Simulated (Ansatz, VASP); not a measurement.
## AlIn2N3: VASP beside Ansatz

Contents of INCAR:

```
SYSTEM = AlIn2N3
PREC = Accurate
ENCUT = 520
EDIFF = 1E-7
ISMEAR = 0
SIGMA = 0.1
LREAL = .False.
LASPH = .True.
NELM = 60
ALGO = Normal
ISIF = 2
LWAVE = .False.
LCHARG = .False.
GGA = PE
NBANDS = 31
```

File KPOINTS:

```
regular mesh
0
Gamma
  4 4 4
  0 0 0
```

File POSCAR:

```
AlIn2N3
1.0
    4.2134094300      0.0000000000      0.0000000000
    0.0000000000      4.2134094300      0.0000000000
    0.0000000000      0.0000000000      6.0983115900
Al In N
1 2 3
Direct
    0.5000000000      0.5000000000      0.5000000000
    0.5000000000      0.0000000000      0.0000000000
    0.0000000000      0.5000000000      0.0000000000
    0.5000000000      0.0000000000      0.5000000000
    0.0000000000      0.5000000000      0.5000000000
    0.5000000000      0.5000000000      0.0000000000
```

Input for Ansatz:

```yaml
crystal:
  lattice:
    - [4.21340943, 0.0, 0.0]
    - [0.0, 4.21340943, 0.0]
    - [0.0, 0.0, 6.09831159]
  atoms:
    - { symbol: Al, position: [0.5, 0.5, 0.5] }
    - { symbol: In, position: [0.5, 0.0, 0.0] }
    - { symbol: In, position: [0.0, 0.5, 0.0] }
    - { symbol: "N", position: [0.5, 0.0, 0.5] }
    - { symbol: "N", position: [0.0, 0.5, 0.5] }
    - { symbol: "N", position: [0.5, 0.5, 0.0] }
basis:
  ecutwfc: 420
kpoints:
  mp_grid: { grid: [4, 4, 4] }
hamiltonian:
  xc: pbe
scf:
  occupations: { method: gaussian, width: 0.1 }
  lower_state_search: "off"
output:
  forces: true
  stress: true
  eigenvalues: true
```

Alike in both runs: task single point; functional PBE; k mesh 4 × 4 × 4; occupations gaussian, width 0.1 eV; no spin polarisation.

|  | VASP | Ansatz |
| --- | --- | --- |
| version | VASP 6.6.1 | Ansatz 0.2.0 |
| potentials or method | VASP PAW PBE potentials, release 64 (Al, In_d, N), cutoff 520 eV | scalar-relativistic, plane waves, PAW |
| valence electrons in the cell | 44 | 44 |

Ansatz gave:

- gap on the k mesh at the Fermi level (eV): none
- pressure (GPa): -7.3
- traceless stress, the component that is largest in VASP (GPa): -6.50

Q: Which values does VASP return?

A: gap on the k mesh at the Fermi level (eV): none; pressure (GPa): -7.3; traceless stress, the component that is largest in VASP (GPa): -6.58.

A gap of «none» marks a metal or a gap that the smearing closes.

The k mesh is coarse, so the values compare programs but aren't converged.
